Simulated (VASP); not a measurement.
# MgI2 (P-3m1) in VASP: notebook

The runs below take MgI2 through single point, with PBE.

Everything below comes from runs of VASP 6.6.1. Logs are shortened: lines on timing, memory, paths and dates and some standing lists are left out, and cuts for length are marked.

### 1 The cell of the first run

The structure is trigonal, space group P-3m1 (No. 164). Conventional cell: a = 4.091 Å, b = 4.091 Å, c = 7.068 Å, α = 90.00°, β = 90.00°, γ = 120.00°. Mg (site symmetry -3m) has 6 I at 2.92 Å within 3.8 Å. I (site symmetry 3m) has 3 Mg at 2.92 Å within 3.8 Å.

### 2 Single point, PBE (strain -0.015 along x and y, +0.030 along z)

Contents of INCAR:

```
SYSTEM = MgI2
PREC = Accurate ; ENCUT = 520
EDIFF = 1E-7 ; ISMEAR = 0
SIGMA = 0.05 ; LREAL = .FALSE.
LASPH = .TRUE. ; NELM = 100
ALGO = Normal ; ISIF = 2
LWAVE = .FALSE. ; LCHARG = .FALSE.
GGA = PE ; NBANDS = 15
```

Contents of KPOINTS:

```
regular mesh
0
G
  6 6 4
  0 0 0
```

Contents of POSCAR:

```
MgI2
1.0
    4.0913946196      0.0000000000      0.0000000000
   -2.0456973098      3.5432516774      0.0000000000
    0.0000000000      0.0000000000      7.0678600000
Mg I
1 2
Direct
    0.0000000000      0.0000000000      0.0000000000
    0.3333333333      0.6666666667      0.7576300000
    0.6666666667      0.3333333333      0.2423700000
```

Potentials or basis: VASP PAW PBE potentials, release 64 (Mg, I).

On the command line:

```sh
$ cat potpaw_PBE.64/Mg/POTCAR potpaw_PBE.64/I/POTCAR > POTCAR
$ mpirun -np 1 vasp_std > vasp.out
```

OUTCAR:

```text
SYSTEM = MgI2
   PREC = Accurate
   ENCUT = 520
   EDIFF = 1E-7
   ISMEAR = 0
   LREAL = .FALSE.
   LASPH = .TRUE.
   NELM = 100
   ISIF = 2
   GGA = PE

 ion  position               nearest neighbor table
   1  0.000  0.000  0.000-   2 2.92   3 2.92   2 2.92   3 2.92   3 2.92   2 2.92
   2  0.333  0.667  0.758-   1 2.92   1 2.92   1 2.92
   3  0.667  0.333  0.242-   1 2.92   1 2.92   1 2.92

  LATTYP: Found a hexagonal cell.
 ALAT       =     4.0913946196
 C/A-ratio  =     1.7274940838

  Lattice vectors:

 A1 = (   4.0913946196,   0.0000000000,   0.0000000000)
 A2 = (  -2.0456973098,   3.5432516774,   0.0000000000)
 A3 = (   0.0000000000,   0.0000000000,   7.0678600000)

Analysis of symmetry for initial positions (statically):
=====================================================================
 Subroutine PRICEL returns:
 Original cell was already a primitive cell.

 Routine SETGRP: Setting up the symmetry group for a
 hexagonal supercell.

 Subroutine GETGRP returns: Found 12 space group operations
 (whereof 12 operations were pure point group operations)
 out of a pool of 24 trial point group operations.

The static configuration has the point symmetry D_3d.

Analysis of symmetry for dynamics (positions and initial velocities):
=====================================================================
 Subroutine PRICEL returns:
 Original cell was already a primitive cell.

 Routine SETGRP: Setting up the symmetry group for a
 hexagonal supercell.

 Subroutine GETGRP returns: Found 12 space group operations
 (whereof 12 operations were pure point group operations)
 out of a pool of 24 trial point group operations.

The dynamic configuration has the point symmetry D_3d.

 Subroutine INISYM returns: Found 12 space group operations
 (whereof 12 operations are pure point group operations),
 and found     1 'primitive' translations

----------------------------------------------------------------------------------------

                                     Primitive cell

  volume of cell :     102.4616

  direct lattice vectors                    reciprocal lattice vectors
     4.091394620  0.000000000  0.000000000     0.244415436  0.141113318  0.000000000
    -2.045697310  3.543251677  0.000000000     0.000000000  0.282226636  0.000000000
     0.000000000  0.000000000  7.067860000     0.000000000  0.000000000  0.141485542

  length of vectors
     4.091394620  4.091394620  7.067860000     0.282226636  0.282226636  0.141485542

  position of ions in fractional coordinates (direct lattice)
     0.000000000  0.000000000  0.000000000
     0.333333333  0.666666667  0.757630000
     0.666666667  0.333333333  0.242370000

  ion indices of the primitive-cell ions
   primitive index   ion index
                 1           1
                 2           2
                 3           3

----------------------------------------------------------------------------------------

 KPOINTS: regular mesh

Automatic generation of k-mesh.
 Grid dimensions read from file:
 generate k-points for:    6    6    4

 Generating k-lattice:

  Cartesian coordinates                     Fractional coordinates (reciprocal lattice)
     0.040735906  0.023518886  0.000000000     0.166666667 -0.000000000  0.000000000
     0.000000000  0.047037773  0.000000000     0.000000000  0.166666667  0.000000000
     0.000000000  0.000000000  0.035371385     0.000000000  0.000000000  0.250000000

  Length of vectors
     0.047037773  0.047037773  0.035371385

  Shift w.r.t. Gamma in fractional coordinates (k-lattice)
     0.000000000  0.000000000  0.000000000

 Subroutine IBZKPT returns following result:
 ===========================================

 Found     24 irreducible k-points:

 Following reciprocal coordinates:
            Coordinates               Weight
  0.000000  0.000000  0.000000      1.000000
  0.166667 -0.000000  0.000000      6.000000
  0.333333  0.000000  0.000000      6.000000
  0.500000  0.000000  0.000000      3.000000
  0.166667  0.166667  0.000000      6.000000
  0.333333  0.166667  0.000000     12.000000
[... 16 lines left out ...]
  0.333333  0.166667  0.500000     12.000000
  0.333333  0.333333  0.500000      2.000000
   k-points           NKPTS =     24   k-points in BZ     NKDIM =     24   number of bands    NBANDS=     15
   number of dos      NEDOS =    301   number of ions     NIONS =      3
   total plane-waves  NPLWV =  48600
   dimension x,y,z NGX =    30 NGY =   30 NGZ =   54
   dimension x,y,z NGXF=    60 NGYF=   60 NGZF=  108
   ions per type =               1   2
   NGX,Y,Z   is equivalent  to a cutoff of  12.19, 12.19, 12.70 a.u.
   NGXF,Y,Z  is equivalent  to a cutoff of  24.38, 24.38, 25.40 a.u.
 SYSTEM =  MgI2
   PREC   = accura    normal or accurate (medium, high low for compatibility)
   ISTART =      0    job   : 0-new  1-cont  2-samecut
   ICHARG =      2    charge: 1-file 2-atom 10-const
   ISPIN  =      1    spin polarized calculation?
[... 66 lines left out ...]
      5       2.0168      2.00000
      6       2.1219      2.00000
      7       2.3529      2.00000
      8       2.3529      2.00000
      9       6.0825      0.00000
     10       7.2598      0.00000
     11       9.1808      0.00000
     12       9.1808      0.00000
     13       9.5316      0.00000
     14      10.5623      0.00000
     15      10.5623      0.00000

 k-point     2 :       0.1667   -0.0000    0.0000
  band No.  band energies     occupation
      1      -9.6253      2.00000
      2      -9.0443      2.00000
      3      -1.0863      2.00000
      4       0.9625      2.00000
      5       1.4273      2.00000
      6       1.7011      2.00000
      7       2.0606      2.00000
      8       2.2666      2.00000
      9       6.9443      0.00000
     10       7.8193      0.00000
     11       8.6282      0.00000
     12       9.4785      0.00000
     13       9.5300      0.00000
     14      10.3876      0.00000
     15      10.9568      0.00000

 k-point     3 :       0.3333    0.0000    0.0000
  band No.  band energies     occupation
      1      -9.2700      2.00000
      2      -8.8800      2.00000
      3      -0.8759      2.00000
      4      -0.3034      2.00000
      5       0.3097      2.00000
      6       1.2465      2.00000
      7       1.7588      2.00000
      8       2.0124      2.00000
      9       6.4404      0.00000
     10       7.7578      0.00000
     11       8.1382      0.00000
     12       9.4858      0.00000
     13       9.6750      0.00000
     14      10.9213      0.00000
     15      11.5564      0.00000

 k-point     4 :       0.5000    0.0000    0.0000
  band No.  band energies     occupation
      1      -9.0254      2.00000
      2      -8.8369      2.00000
      3      -1.3110      2.00000
      4      -0.5929      2.00000
      5       0.4210      2.00000
      6       1.0598      2.00000
      7       1.3608      2.00000
      8       1.8821      2.00000
      9       5.9866      0.00000
     10       7.6286      0.00000
     11       7.7176      0.00000
     12       9.3271      0.00000
     13       9.9117      0.00000
     14      11.5071      0.00000
     15      11.8317      0.00000
[... 307 lines left out ...]
 k-point    22 :       0.1667    0.1667    0.5000
  band No.  band energies     occupation
      1      -9.2697      2.00000
      2      -9.0345      2.00000
      3      -0.6821      2.00000
      4       0.0008      2.00000
      5       0.8114      2.00000
      6       1.2289      2.00000
      7       1.5389      2.00000
      8       1.6756      2.00000
      9       7.0083      0.00000
     10       8.1792      0.00000
     11       9.1279      0.00000
     12       9.1536      0.00000
     13       9.6669      0.00000
     14       9.9696      0.00000
     15      10.9902      0.00000

 k-point    23 :       0.3333    0.1667    0.5000
  band No.  band energies     occupation
      1      -8.9875      2.00000
      2      -8.8789      2.00000
      3      -1.1172      2.00000
      4      -0.6530      2.00000
      5       0.4329      2.00000
      6       0.7562      2.00000
      7       1.5113      2.00000
      8       1.6494      2.00000
      9       6.5616      0.00000
     10       7.7711      0.00000
     11       8.4585      0.00000
     12       9.2508      0.00000
     13       9.4168      0.00000
     14      10.5368      0.00000
     15      11.7377      0.00000

 k-point    24 :       0.3333    0.3333    0.5000
  band No.  band energies     occupation
      1      -8.8567      2.00000
      2      -8.8567      2.00000
      3      -0.8443      2.00000
      4      -0.4237      2.00000
      5      -0.4237      2.00000
      6       0.0572      2.00000
      7       1.6506      2.00000
      8       1.6506      2.00000
      9       7.0035      0.00000
     10       7.9256      0.00000
     11       7.9256      0.00000
     12       9.5037      0.00000
     13      10.8800      0.00000
     14      11.0816      0.00000
     15      11.3129      0.00000

------------------------ aborting loop because EDIFF is reached ----------------------------------------

  FORCE on cell =-STRESS in cart. coord.  units (eV):
  Direction    XX          YY          ZZ          XY          YZ          ZX
  --------------------------------------------------------------------------------------
  -------------------------------------------------------------------------------------
  Total        1.0748180      1.0748180      0.3177234      0.0000000      0.0000000      0.0000000
  in kB       16.8067684     16.8067684      4.9681928      0.0000000      0.0000000      0.0000000
  external PRESSURE =      12.8605766 kB  Pullay stress =       0.0000000 kB

 VOLUME and BASIS-vectors are now :
 -----------------------------------------------------------------------------
  energy-cutoff  :      520.00
  volume of cell :      102.46
      direct lattice vectors                 reciprocal lattice vectors
     4.091394620  0.000000000  0.000000000     0.244415436  0.141113318  0.000000000
    -2.045697310  3.543251677  0.000000000     0.000000000  0.282226636  0.000000000
     0.000000000  0.000000000  7.067860000     0.000000000  0.000000000  0.141485542

 POSITION                                       TOTAL-FORCE (eV/Angst)
 -----------------------------------------------------------------------------------
      0.00000      0.00000      0.00000         0.000000     -0.000000      0.000000
     -0.00000      2.36217      5.35482        -0.000000     -0.000000      0.088382
      2.04570      1.18108      1.71304         0.000000      0.000000     -0.088382
 -----------------------------------------------------------------------------------
    total drift:                                0.000000     -0.000000     -0.000000

  FREE ENERGIE OF THE ION-ELECTRON SYSTEM (eV)
  ---------------------------------------------------
  free  energy   TOTEN  =        -7.6864641207 eV

  energy  without entropy=       -7.6864641207  energy(sigma->0) =       -7.68646412
```

Wall time 20 s (1 thread of Intel Xeon 6975P-C (Granite Rapids), shared host); peak memory 0.22 GiB.

What came out:

| Property | Result |
| --- | --- |
| Free energy | -7.6865 eV |
| Pressure | 1.3 GPa |
| Largest force | 0.088 eV/Å |
| Band gap on the k mesh | 3.48 eV, indirect (least direct gap 3.73 eV) |

Forces on the atoms (eV/Å):
```
Mg   0.000  0.000  0.000
I    0.000  0.000  0.088
I    0.000  0.000 -0.088
```

Stress tensor (GPa, compression positive):
```
1.68 0.00 0.00
0.00 1.68 0.00
0.00 0.00 0.50
```

Levels at points of the mesh, in eV from the valence-band top:
```csv
k point,band 4,band 5,band 6,band 7,band 8,band 9,band 10,band 11,band 12,band 13
"(0.00, 0.00, 0.00)",-0.34,-0.34,-0.23,0.00,0.00,3.73,4.91,6.83,6.83,7.18
"(0.50, 0.00, 0.00)",-2.95,-1.93,-1.29,-0.99,-0.47,3.63,5.28,5.36,6.97,7.56
"(0.00, 0.00, 0.50)",-1.57,-0.25,-0.25,-0.09,-0.09,4.75,4.96,6.68,6.68,7.84
"(0.50, 0.00, 0.50)",-3.26,-1.29,-1.15,-0.92,-0.67,3.48,5.09,5.49,5.94,7.64
```

Caveat: the cell differs from its parent crystal (strain -0.015 along x and y, +0.030 along z); spin-orbit coupling is left out, which moves the levels of the heavy elements; this functional lacks dispersion, which binds the layers, so the pressure and a relaxed spacing across them are unreliable.

### 3 Single point, PBE (strain +0.000 along x and y, -0.015 along z)

Contents of INCAR:

```
  PREC = Accurate
  ENCUT = 520
  EDIFF = 1E-6
  ISMEAR = 0
  SIGMA = 0.05
  LREAL = F
  LASPH = T
  NELM = 60
  ALGO = Normal
  ISIF = 2
  LWAVE = F
  LCHARG = T
  GGA = PE
  LELF = T
  LVHAR = T
  NBANDS = 15
```

Contents of KPOINTS:

```
regular mesh
0
Gamma
  6 6 4
```

Contents of POSCAR:

```
MgI2
1.0
    4.1537001214      0.0000000000      0.0000000000
   -2.0768500607      3.5972098248      0.0000000000
    0.0000000000      0.0000000000      6.7590700000
Mg I
1 2
Direct
    0.0000000000      0.0000000000      0.0000000000
    0.3333333333      0.6666666667      0.7576300000
    0.6666666667      0.3333333333      0.2423700000
```

Potentials or basis: VASP PAW PBE potentials, release 64 (Mg, I).

On the command line:

```sh
$ cat potpaw_PBE.64/Mg/POTCAR potpaw_PBE.64/I/POTCAR > POTCAR
$ mpirun -np 1 vasp_std > vasp.out
```

Wall time 17 s (1 thread of Intel Xeon 6975P-C (Granite Rapids), shared host); peak memory 0.22 GiB.

It converged, with:

- Free energy: -7.6784 eV
- Pressure: 1.7 GPa
- Largest force: 0.140 eV/Å
- Band gap on the k mesh: 3.44 eV, indirect (least direct gap 3.65 eV)

Forces in eV/Å, atoms in the order of the input:
```
Mg   0.000  0.000  0.000
I    0.000  0.000 -0.140
I    0.000  0.000  0.140
```

Stress tensor (GPa, compression positive):
```
1.48 0.00 0.00
0.00 1.48 0.00
0.00 0.00 2.18
```

Levels at points of the mesh, in eV from the valence-band top:
```
           k point  band 5  band 6  band 7  band 8  band 9  band 10  band 11  band 12
(0.00, 0.00, 0.00)   -0.61   -0.20   -0.20    0.00    3.65     4.62     6.56     6.56
(0.50, 0.00, 0.00)   -1.99   -1.56   -1.00   -0.56    3.53     5.25     5.45     6.85
(0.00, 0.00, 0.50)   -0.50   -0.50   -0.31   -0.31    4.58     4.74     6.36     6.36
(0.50, 0.00, 0.50)   -1.37   -1.19   -0.88   -0.82    3.48     5.15     5.63     6.01
```

Caveat: the cell differs from its parent crystal (strain +0.000 along x and y, -0.015 along z); spin-orbit coupling is left out, which moves the levels of the heavy elements; this functional lacks dispersion, which binds the layers, so the pressure and a relaxed spacing across them are unreliable.

### 4 Single point, PBE (strain +0.015 along x and y, -0.030 along z)

Contents of INCAR:

```
SYSTEM = MgI2
PREC     = Accurate       ! precision mode
ENCUT    = 520            ! plane-wave cutoff, eV
EDIFF    = 1E-6           ! SCF threshold, eV
ISMEAR   = 0              ! smearing method
SIGMA    = 0.05           ! smearing width, eV
LREAL    = .False.        ! projectors in reciprocal space
LASPH    = .True.         ! aspherical terms in the spheres
NELM     = 80             ! most SCF steps
ALGO     = Normal         ! electronic algorithm
ISIF     = 2              ! what is computed and relaxed
LWAVE    = .False.        ! write WAVECAR
LCHARG   = .True.         ! write CHGCAR
GGA      = PE             ! functional
LELF     = .True.         ! ELF
LVHAR    = .True.       
NBANDS   = 15             ! bands
```

Contents of KPOINTS:

```
Automatic mesh
0
Gamma
  6 6 4
  0 0 0
```

Contents of POSCAR:

```
MgI2
1.0
    4.2160056232      0.0000000000      0.0000000000
   -2.1080028116      3.6511679722      0.0000000000
    0.0000000000      0.0000000000      6.6561400000
Mg I
1 2
Direct
    0.0000000000      0.0000000000      0.0000000000
    0.3333333333      0.6666666667      0.7576300000
    0.6666666667      0.3333333333      0.2423700000
```

On the command line:

```sh
$ cat potpaw_PBE.64/Mg/POTCAR potpaw_PBE.64/I/POTCAR > POTCAR
$ mpirun -np 1 vasp_std > vasp.out
```

Run time: 16 s. Hardware: 1 thread of Intel Xeon 6975P-C (Granite Rapids), shared host; peak memory 0.22 GiB.

It converged, with:

```yaml
Free_energy: -7.6773 eV
Pressure: 1.2 GPa
Largest_force: 0.136 eV/Å
Band_gap_on_the_k_mesh: 3.29 eV, indirect (least direct gap 3.39 eV)
```

Forces on the atoms (eV/Å):
```
Mg   0.000  0.000  0.000
I    0.000  0.000 -0.136
I    0.000  0.000  0.136
```

Stress tensor (GPa, compression positive):
```
0.69 0.00 0.00
0.00 0.69 0.00
0.00 0.00 2.23
```

Levels at points of the mesh, in eV from the valence-band top:
| k point | band 6 | band 7 | band 8 | band 9 | band 10 | band 11 |
| --- | --- | --- | --- | --- | --- | --- |
| (0.00, 0.00, 0.00) | -0.39 | -0.39 | 0.00 | 3.39 | 4.39 | 6.31 |
| (0.50, 0.00, 0.00) | -1.74 | -1.07 | -0.68 | 3.36 | 5.13 | 5.43 |
| (0.00, 0.00, 0.50) | -0.71 | -0.51 | -0.51 | 4.30 | 4.52 | 6.08 |
| (0.50, 0.00, 0.50) | -1.21 | -0.97 | -0.93 | 3.35 | 5.07 | 5.67 |

Caveat: the cell differs from its parent crystal (strain +0.015 along x and y, -0.030 along z); spin-orbit coupling is left out, which moves the levels of the heavy elements; this functional lacks dispersion, which binds the layers, so the pressure and a relaxed spacing across them are unreliable. A k mesh can miss the band edges.

### 5 Summary

```tsv
cell	gap on the mesh (eV)	pressure (GPa)	largest force (eV/Å)
a = 4.091, b = 4.091, c = 7.068 Å, angles 90.0, 90.0, 120.0°, 3 atoms	3.48	1.3	0.09
a = 4.154, b = 4.154, c = 6.759 Å, angles 90.0, 90.0, 120.0°, 3 atoms	3.44	1.7	0.14
a = 4.216, b = 4.216, c = 6.656 Å, angles 90.0, 90.0, 120.0°, 3 atoms	3.29	1.2	0.14
```

Alike in all rows: task single point; level PBE; potentials or basis VASP PAW PBE potentials, release 64 (Mg, I); no spin polarisation; k mesh 6 × 6 × 4; cutoff (eV) 520; smearing gaussian 0.05 eV.

Caveats: spin-orbit coupling is left out, which moves the levels of the heavy elements; this functional lacks dispersion, which binds the layers, so the pressure and a relaxed spacing across them are unreliable.

Absolute energies hang on the potentials; compare differences alone.
